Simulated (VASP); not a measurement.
Input of a VASP 6.6.1 run:

POSCAR

```
Sn
1.0
    0.0000000000      3.2837945612      3.2837945612
    3.2837945612      0.0000000000      3.2837945612
    3.2837945612      3.2837945612      0.0000000000
Sn
2
Direct
    0.5000000000      0.5000000000      0.5000000000
    0.7500000000      0.7500000000      0.7500000000
```

File INCAR.step1:

```
  ALGO = Normal
  EDIFF = 1E-4
  ENCUT = 600
  GGA = PE
  ISMEAR = -1
  LASPH = T
  LCHARG = F
  LREAL = F
  LWAVE = T
  NELM = 60
  PREC = Accurate
  SIGMA = 0.1
```

Contents of INCAR.step2:

```
  ALGO = Normal
  EDIFF = 1E-6
  EDIFFG = -0.002
  ENCUT = 600
  IBRION = 2
  ISIF = 3
  ISMEAR = -1
  ISTART = 1
  LASPH = T
  LCHARG = F
  LMIXTAU = T
  LREAL = F
  LWAVE = F
  METAGGA = R2SCAN
  NELM = 60
  NSW = 100
  PREC = Accurate
  PSTRESS = 150.0
  SIGMA = 0.1
```

The input KPOINTS:

```
k-points
0
Gamma
  14 14 14
```

Potentials or basis: VASP PAW PBE potentials, release 64 (Sn_d).

Run with:

```bash
$ cat potpaw_PBE.64/Sn_d/POTCAR > POTCAR
$ cp INCAR.step1 INCAR
$ mpirun -np 1 vasp_std > vasp.out
$ cp INCAR.step2 INCAR
$ mpirun -np 1 vasp_std > vasp.out
```

(1) What does it give for the band gap on the k mesh?

(2) What does it give for the relaxed cell?

## Answers

(1) 0.49 eV (least direct gap 0.98 eV).

(2) a = 4.330 Å, b = 4.330 Å, c = 4.330 Å, α = 60.00°, β = 60.00°, γ = 60.00°.

Caveat: the cell is relaxed towards a set pressure, so the run minimises the enthalpy, not the energy; semilocal functionals underestimate gaps, and a narrow one can read as zero; spin-orbit coupling is left out, which moves the levels of the heavy elements.
